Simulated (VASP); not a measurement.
# BN (Cc) in VASP: single point with LDA

Aim: the single point of BN with LDA.

All numbers are computed with VASP 6.6.1; they aren't measurements. Logs are shortened: lines on timing, memory, paths and dates and some standing lists are left out, and cuts for length are marked.

### Step 1. The cell of the first run

Symmetry: Cc, No. 9, monoclinic system. Conventional cell: a = 3.288 Å, b = 9.431 Å, c = 4.349 Å, α = 90.00°, β = 105.92°, γ = 90.00°. B (site symmetry 1) has 3 N at 1.45 to 1.47 Å within 1.9 Å. B (site symmetry 1) has 3 N at 1.44 to 1.49 Å within 1.9 Å. N (site symmetry 1) has 3 B at 1.44 to 1.49 Å within 1.9 Å. N (site symmetry 1) has 3 B at 1.45 to 1.47 Å within 1.9 Å.

### Step 2. Single point, LDA

File INCAR:

```
  ALGO = Normal
  EDIFF = 1E-6
  ENCUT = 520
  GGA = CA
  ISIF = 2
  ISMEAR = 0
  LASPH = T
  LCHARG = T
  LELF = T
  LREAL = F
  LVHAR = T
  LWAVE = F
  NBANDS = 26
  NELM = 60
  PREC = Accurate
  SIGMA = 0.01
```

File KPOINTS:

```
k-points
0
Gamma
  6 6 4
```

File POSCAR:

```
BN
1.0
    1.6438210000     -4.7155350000      0.0000000000
    1.6438210000      4.7155350000      0.0000000000
   -1.1929310000      0.0000000000      4.1817430000
B N
4 4
Direct
    0.4344000000      0.5664270000      0.0002040000
    0.5664270000      0.4344000000      0.5002040000
    0.1769990000      0.5642020000      0.4918210000
    0.5642020000      0.1769990000      0.9918210000
    0.3857400000      0.7783390000      0.8407830000
    0.7783390000      0.3857400000      0.3407830000
    0.3799060000      0.5117870000      0.3210930000
    0.5117870000      0.3799060000      0.8210930000
```

Potentials or basis: VASP PAW LDA potentials, release 64 (B, N).

Command:

```
$ cat potpaw_LDA.64/B/POTCAR potpaw_LDA.64/N/POTCAR > POTCAR
$ mpirun -np 1 vasp_std > vasp.out
```

OUTCAR:

```text
EDIFF = 1E-6
   ENCUT = 520
   GGA = CA
   ISIF = 2
   ISMEAR = 0
   LASPH = T
   LREAL = F
   NELM = 60
   PREC = Accurate

 ion  position               nearest neighbor table
   1  0.434  0.566  0.000-   8 1.45   7 1.45   5 1.47
   2  0.566  0.434  0.500-   7 1.45   8 1.45   6 1.47
   3  0.177  0.564  0.492-   6 1.44   7 1.47   5 1.49
   4  0.564  0.177  0.992-   5 1.44   8 1.47   6 1.49
   5  0.386  0.778  0.841-   4 1.44   1 1.47   3 1.49
   6  0.778  0.386  0.341-   3 1.44   2 1.47   4 1.49
   7  0.380  0.512  0.321-   2 1.45   1 1.45   3 1.47
   8  0.512  0.380  0.821-   1 1.45   2 1.45   4 1.47

  LATTYP: Found a base centered monoclinic cell.
 ALAT       =     3.2876420000
 B/A-ratio  =     2.8686426320
 C/A-ratio  =     1.3227017273
 COS(beta)  =    -0.2743272083

  Lattice vectors:

 A1 = (   1.6438210000,  -4.7155350000,   0.0000000000)
 A2 = (   1.6438210000,   4.7155350000,   0.0000000000)
 A3 = (  -1.1929310000,   0.0000000000,   4.1817430000)

Analysis of symmetry for initial positions (statically):
=====================================================================
 Subroutine PRICEL returns:
 Original cell was already a primitive cell.

 Routine SETGRP: Setting up the symmetry group for a
 base centered monoclinic supercell.

 Subroutine GETGRP returns: Found  2 space group operations
 (whereof  1 operations were pure point group operations)
 out of a pool of  4 trial point group operations.

The static configuration has the point symmetry C_1 .
 The point group associated with its full space group is C_1h.

Analysis of symmetry for dynamics (positions and initial velocities):
=====================================================================
 Subroutine PRICEL returns:
 Original cell was already a primitive cell.

 Routine SETGRP: Setting up the symmetry group for a
 base centered monoclinic supercell.

 Subroutine GETGRP returns: Found  2 space group operations
 (whereof  1 operations were pure point group operations)
 out of a pool of  4 trial point group operations.

The dynamic configuration has the point symmetry C_1 .
 The point group associated with its full space group is C_1h.

 Subroutine INISYM returns: Found  2 space group operations
 (whereof  1 operations are pure point group operations),
 and found     1 'primitive' translations

----------------------------------------------------------------------------------------

                                     Primitive cell

  volume of cell :      64.8295

  direct lattice vectors                    reciprocal lattice vectors
     1.643821000 -4.715535000  0.000000000     0.304169371 -0.106032507  0.086770773
     1.643821000  4.715535000  0.000000000     0.304169371  0.106032507  0.086770773
    -1.192931000  0.000000000  4.181743000     0.000000000  0.000000000  0.239134734

  length of vectors
     4.993837985  4.993837985  4.348569752     0.333603157  0.333603157  0.239134734

  position of ions in fractional coordinates (direct lattice)
     0.434400000  0.566427000  0.000204000
     0.566427000  0.434400000  0.500204000
     0.176999000  0.564202000  0.491821000
     0.564202000  0.176999000  0.991821000
     0.385740000  0.778339000  0.840783000
     0.778339000  0.385740000  0.340783000
     0.379906000  0.511787000  0.321093000
     0.511787000  0.379906000  0.821093000

  ion indices of the primitive-cell ions
   primitive index   ion index
                 1           1
                 2           2
                 3           3
                 4           4
                 5           5
                 6           6
                 7           7
                 8           8

----------------------------------------------------------------------------------------

 KPOINTS: k-points

Automatic generation of k-mesh.
 Grid dimensions read from file:
 generate k-points for:    6    6    4

 Generating k-lattice:

  Cartesian coordinates                     Fractional coordinates (reciprocal lattice)
     0.050694895 -0.017672085  0.014461795     0.166666667  0.000000000 -0.000000000
     0.050694895  0.017672085  0.014461795     0.000000000  0.166666667 -0.000000000
     0.000000000  0.000000000  0.059783684     0.000000000  0.000000000  0.250000000

  Length of vectors
     0.055600526  0.055600526  0.059783684

  Shift w.r.t. Gamma in fractional coordinates (k-lattice)
     0.000000000  0.000000000  0.000000000

 Subroutine IBZKPT returns following result:
 ===========================================

 Found     47 irreducible k-points:

 Following reciprocal coordinates:
            Coordinates               Weight
  0.000000  0.000000  0.000000      1.000000
  0.166667  0.000000 -0.000000      4.000000
  0.333333  0.000000 -0.000000      4.000000
  0.500000  0.000000 -0.000000      2.000000
  0.166667  0.166667 -0.000000      2.000000
  0.333333  0.166667 -0.000000      4.000000
[... 16 lines left out ...]
 -0.333333  0.166667  0.250000      4.000000
 -0.166667  0.166667  0.250000      4.000000
 [... further k-points ...]
   k-points           NKPTS =     47   k-points in BZ     NKDIM =     47   number of bands    NBANDS=     26
   number of dos      NEDOS =    301   number of ions     NIONS =      8
   total plane-waves  NPLWV =  51200
   dimension x,y,z NGX =    40 NGY =   40 NGZ =   32
   dimension x,y,z NGXF=    80 NGYF=   80 NGZF=   64
   ions per type =               4   4
   NGX,Y,Z   is equivalent  to a cutoff of  13.32, 13.32, 12.23 a.u.
   NGXF,Y,Z  is equivalent  to a cutoff of  26.63, 26.63, 24.47 a.u.
 SYSTEM =  unknown system
   PREC   = accura    normal or accurate (medium, high low for compatibility)
   ISTART =      0    job   : 0-new  1-cont  2-samecut
   ICHARG =      2    charge: 1-file 2-atom 10-const
   ISPIN  =      1    spin polarized calculation?
   LNONCOLLINEAR =      F non collinear calculations
   LSORBIT =      F    spin-orbit coupling
   LASPH  =      T    aspherical Exc in radial PAW
   ENCUT  =  520.0 eV  38.22 Ry    6.18 a.u.   9.29  9.29  8.09*2*pi/ulx,y,z
   NELM   =     60;   NELMIN=  2; NELMDL= -5     # of ELM steps
   EDIFF  = 0.1E-05   stopping-criterion for ELM
   LREAL  =      F    real-space projection
   EDIFFG = 0.1E-04   stopping-criterion for IOM
   NSW    =      0    number of steps for IOM
   IBRION =     -1    ionic relax: 0-MD 1-quasi-New 2-CG
   NFREE  =      0    steps in history (QN), initial steepest desc. (CG)
   ISIF   =      2    stress and relaxation
   ISYM   =      2    0-nonsym 1-usesym 2-fastsym
   POTIM  = 0.5000    time-step for ionic-motion
   TEBEG  =    0.0;   TEEND  =   0.0 temperature during run
   PSTRESS=    0.0 pullay stress
   NELECT =      32.0000    total number of electrons
   NUPDOWN=      -1.0000    fix difference up-down
   EMIN   =  10.00;   EMAX   =-10.00  energy-range for DOS
   EFERMI =   0.00;   METHOD = LEGACY
   ISMEAR =     0;   SIGMA  =   0.01  broadening in eV -4-tet -1-fermi 0-gaus
   EFERMI_NEDOS =   21; number of points for ismear=-14 and -15
   IALGO  =     38    algorithm
   IMIX   =      4    mixing-type and parameters
     AMIX     =   0.40;   BMIX     =  1.00
     AMIX_MAG =   1.60;   BMIX_MAG =  1.00
  volume/ion in A,a.u.               =       8.10        54.69
  Fermi-wavevector in a.u.,A,eV,Ry     =   1.293800  2.444928 22.775050  1.673919
  Thomas-Fermi vector in A             =   2.425423
   LORBIT       =      0    0 simple, 1 ext, 2 COOP (PROOUT), +10 PAW based schemes
   GGA     = CA    functional components
   LHFCALC =     F    Hartree Fock is set to
   AEXX    =    0.0000 exact exchange contribution
   IVDW    =     0    specifies the selected vdW correction
   LEPSILON=     F    determine dielectric tensor
   LRPA    =     F    only Hartree local field effects (RPA)
 non-spin polarized calculation
 Gauss-broadening in eV      SIGMA  =   0.01
  energy-cutoff  :      520.00
  volume of cell :       64.83
 maximum number of plane-waves:      1763
 NGX is ok and might be reduce to    40
   NGX = 19   NGY = 19   NGZ = 17

 number of electron      32.0000003 magnetization

 Free energy of the ion-electron system (eV)
  ---------------------------------------------------
  ext. energy  EPLUGINS =         0.00000000
  ---------------------------------------------------
  free energy    TOTEN  =       -75.64580770 eV

  energy without entropy =      -75.64580770  energy(sigma->0) =      -75.64580770

 E-fermi :   3.5075     XC(G=0): -11.2345

 val. band max:        3.4161342681   @ k =   0.3333   0.0000  -0.0000
 cond. band min:       6.8300930066   @ k =   0.0000   0.0000   0.0000
 fundamental gap:      3.4139587385
 Fermi energy:         3.5074599764

 k-point     1 :       0.0000    0.0000    0.0000
  band No.  band energies     occupation
      1     -14.4956      2.00000
      2     -11.2298      2.00000
      3     -11.2229      2.00000
      4     -11.0909      2.00000
      5      -5.7087      2.00000
      6      -4.4483      2.00000
[... 18 lines left out ...]
     25      15.5704      0.00000
     26      15.6213      0.00000

 k-point     2 :       0.1667    0.0000   -0.0000
  band No.  band energies     occupation
      1     -14.2970      2.00000
      2     -11.5656      2.00000
      3     -11.1366      2.00000
      4     -10.8501      2.00000
      5      -5.5771      2.00000
      6      -4.5479      2.00000
[... 18 lines left out ...]
     25      15.6247      0.00000
     26      15.7958      0.00000

 k-point     3 :       0.3333    0.0000   -0.0000
  band No.  band energies     occupation
      1     -13.8011      2.00000
      2     -11.9127      2.00000
      3     -11.1035      2.00000
      4     -10.6672      2.00000
      5      -5.3435      2.00000
      6      -4.6257      2.00000
[... 18 lines left out ...]
     25      15.8230      0.00000
     26      16.3004      0.00000

 k-point     4 :       0.5000    0.0000   -0.0000
  band No.  band energies     occupation
      1     -13.4464      2.00000
      2     -12.1511      2.00000
      3     -11.0847      2.00000
      4     -10.6282      2.00000
      5      -5.2634      2.00000
      6      -4.6719      2.00000
[... 18 lines left out ...]
     25      15.8856      0.00000
     26      16.2893      0.00000

 k-point     5 :       0.1667    0.1667   -0.0000
  band No.  band energies     occupation
      1     -13.8895      2.00000
      2     -11.6162      2.00000
      3     -11.0777      2.00000
      4     -10.8641      2.00000
      5      -5.3948      2.00000
      6      -4.3523      2.00000
[... 18 lines left out ...]
     25      15.8512      0.00000
     26      16.2744      0.00000

 k-point     6 :       0.3333    0.1667   -0.0000
  band No.  band energies     occupation
      1     -13.4462      2.00000
      2     -12.1584      2.00000
      3     -11.0246      2.00000
      4     -10.6889      2.00000
      5      -5.2105      2.00000
      6      -4.4763      2.00000
[... 427 lines left out ...]
 k-point    21 :       0.3333    0.1667    0.2500
  band No.  band energies     occupation
      1     -13.1007      2.00000
      2     -12.4434      2.00000
      3     -11.1990      2.00000
      4     -10.7597      2.00000
      5      -5.1454      2.00000
      6      -4.5985      2.00000
[... 18 lines left out ...]
     25      15.6159      0.00000
     26      16.0692      0.00000

 k-point    22 :       0.5000    0.1667    0.2500
  band No.  band energies     occupation
      1     -13.4258      2.00000
      2     -12.4019      2.00000
      3     -11.2106      2.00000
      4     -10.7090      2.00000
      5      -5.1067      2.00000
      6      -4.4614      2.00000
[... 18 lines left out ...]
     25      15.7368      0.00000
     26      16.7684      0.00000

 k-point    23 :      -0.3333    0.1667    0.2500
  band No.  band energies     occupation
      1     -13.8890      2.00000
      2     -12.1694      2.00000
      3     -11.4794      2.00000
      4     -10.7362      2.00000
      5      -5.0409      2.00000
      6      -4.5987      2.00000
[... 18 lines left out ...]
     25      15.3848      0.00000
     26      15.9596      0.00000

 k-point    24 :      -0.1667    0.1667    0.2500
  band No.  band energies     occupation
      1     -14.0611      2.00000
      2     -11.8934      2.00000
      3     -11.7565      2.00000
      4     -10.8233      2.00000
      5      -5.2339      2.00000
      6      -4.5525      2.00000
[... 18 lines left out ...]
     25      15.1626      0.00000
     26      15.8637      0.00000

 [... further k-points ...]
[... 5 lines left out ...]
  --------------------------------------------------------------------------------------
  -------------------------------------------------------------------------------------
  Total       -2.5446349     -3.9517283     -3.9697225      0.0000000      0.0000000      0.1822258
  in kB      -62.8873398    -97.6618231    -98.1065268      0.0000000      0.0000000      4.5034734
  external PRESSURE =     -86.2185633 kB  Pullay stress =       0.0000000 kB

 VOLUME and BASIS-vectors are now :
 -----------------------------------------------------------------------------
  energy-cutoff  :      520.00
  volume of cell :       64.83
      direct lattice vectors                 reciprocal lattice vectors
     1.643821000 -4.715535000  0.000000000     0.304169371 -0.106032507  0.086770773
     1.643821000  4.715535000  0.000000000     0.304169371  0.106032507  0.086770773
    -1.192931000  0.000000000  4.181743000     0.000000000  0.000000000  0.239134734

 POSITION                                       TOTAL-FORCE (eV/Angst)
 -----------------------------------------------------------------------------------
      1.64494      0.62258      0.00085        -0.013799     -0.009864     -0.006114
      1.04847     -0.62258      2.09172        -0.013799      0.009864     -0.006114
      0.63169      1.82587      2.05667        -0.007341      0.007139     -0.010259
      0.03523     -1.82587      4.14754        -0.007341     -0.007139     -0.010259
      0.91054      1.85131      3.51594         0.006078     -0.013141     -0.011639
      1.50701     -1.85131      1.42507         0.006078      0.013141     -0.011639
      1.08274      0.62189      1.34273         0.015062     -0.008801      0.028012
      0.48628     -0.62189      3.43360         0.015062      0.008801      0.028012
 -----------------------------------------------------------------------------------
    total drift:                               -0.000327      0.000000     -0.000370

  FREE ENERGIE OF THE ION-ELECTRON SYSTEM (eV)
  ---------------------------------------------------
  free  energy   TOTEN  =       -75.6458077010 eV

  energy  without entropy=      -75.6458077010  energy(sigma->0) =      -75.64580770
```

Run time: 35 s. Hardware: 1 thread of Intel Xeon 6975P-C (Granite Rapids), shared host; peak memory 0.21 GiB.

Results:

| Item | Value |
| --- | --- |
| Free energy | -75.6458 eV |
| Pressure | -8.6 GPa |
| Largest force | 0.033 eV/Å |
| Band gap on the k mesh | 3.41 eV, indirect (least direct gap 3.91 eV) |

Forces on the atoms (eV/Å):
```
B   -0.014 -0.010 -0.006
B   -0.014  0.010 -0.006
B   -0.007  0.007 -0.010
B   -0.007 -0.007 -0.010
N    0.006 -0.013 -0.012
N    0.006  0.013 -0.012
N    0.015 -0.009  0.028
N    0.015  0.009  0.028
```

A k mesh can miss the band edges. As with any semilocal functional, this LDA gap is likely too small.
